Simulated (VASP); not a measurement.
CdF2, 3 atoms in the cell. Symmetry: I4/mmm, No. 139, tetragonal system. Conventional cell: a = 3.810 Å, b = 3.810 Å, c = 4.984 Å, α = 90.00°, β = 90.00°, γ = 90.00°. Within 3.0 Å of Cd (site symmetry 4/mmm) lie 8 F at 2.28 Å. F (site symmetry -4m2) has 4 Cd at 2.28 Å and 6 F at 2.49 to 2.69 Å within 3.0 Å.  This cell differs from its parent crystal: strain -0.0750 x Voigt [1, 0, 0, 0, 0, 0].

- Program: VASP 6.6.1
- Task: single point
- Functional: r2SCAN
- Potentials or basis: VASP PAW PBE potentials, release 64 (Cd, F)
- Cutoff: 520 eV
- k mesh: 8 × 8 × 8
- Occupations: gaussian, width 0.05 eV
- Spin: no spin polarisation
- Dipole correction: no
- Further INCAR settings: ALGO = Normal; EDIFF = 1e-07; NBANDS = 20

Potentials or basis: VASP PAW PBE potentials, release 64 (Cd, F).

Launch:

```console
$ cat potpaw_PBE.64/Cd/POTCAR potpaw_PBE.64/F/POTCAR > POTCAR
$ cp INCAR.step1 INCAR
$ mpirun -np 1 vasp_std > vasp.out
$ cp INCAR.step2 INCAR
$ mpirun -np 1 vasp_std > vasp.out
```

Hardware: 1 thread of Intel(R) Xeon(R) 6975P-C (Granite Rapids), with other jobs on the host.

Problem. Estimate the wall time of this run.

Solution. Run time: 94 s on 1 thread of Intel(R) Xeon(R) 6975P-C (Granite Rapids), with other jobs on the host, peak memory 0.18 GiB. Counts: k points 59.
